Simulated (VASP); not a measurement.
Write the native input for VASP 6.6.1 that does the following.

```yaml
Task: single point
Functional: LDA
Potentials_or_basis: VASP PAW LDA potentials, release 64 (Al, Ga_d, N)
Cutoff: 520 eV
k_mesh: 8 × 8 × 6
Occupations: gaussian, width 0.05 eV
Spin: no spin polarisation
Dipole_correction: no
Further_INCAR_settings: ALGO = Normal; EDIFF = 1e-07; NBANDS = 21
```

The structure of AlGaN2 lies in POSCAR:

```
AlGaN2
1.0
    3.1230851891      0.0000000000      0.0000000000
    0.0000000000      3.1230851891      0.0000000000
    0.0000000000      0.0000000000      4.0128521594
Al Ga N
1 1 2
Direct
    0.5000000000      0.5000000000      0.5000000000
    0.0000000000      0.0000000000      0.0000000000
    0.5000000000      0.0000000000      0.7380622124
    0.0000000000      0.5000000000      0.2619377876
```

These files were run (other wordings do the same):

INCAR

```
SYSTEM = AlGaN2
PREC     = Accurate       ! precision mode
ENCUT    = 520            ! plane-wave cutoff, eV
EDIFF    = 1E-7           ! SCF threshold, eV
ISMEAR   = 0              ! smearing method
SIGMA    = 0.05           ! smearing width, eV
LREAL    = .FALSE.        ! projectors in reciprocal space
LASPH    = .TRUE.         ! aspherical terms in the spheres
NELM     = 60             ! most SCF steps
ALGO     = Normal         ! electronic algorithm
ISIF     = 2              ! what is computed and relaxed
LWAVE    = .FALSE.        ! write WAVECAR
LCHARG   = .TRUE.         ! write CHGCAR
LELF     = .TRUE.         ! ELF
LVHAR    = .TRUE.       
NBANDS   = 21             ! bands
```

KPOINTS

```
regular mesh
0
G
  8 8 6
  0 0 0
```

Potentials or basis: VASP PAW LDA potentials, release 64 (Al, Ga_d, N).

Command:

```console
$ cat potpaw_LDA.64/Al/POTCAR potpaw_LDA.64/Ga_d/POTCAR potpaw_LDA.64/N/POTCAR > POTCAR
$ mpirun -np 1 vasp_std > vasp.out
```

It gave:

The pressure is 20.5 GPa. The largest force is 0.031 eV/Å and the band gap on the k mesh is 3.41 eV.

Caveat: the cell stands under pressure.

Wall time 44 s on 1 thread of Intel Xeon 8259CL, with other jobs on the host, peak memory 0.16 GiB.
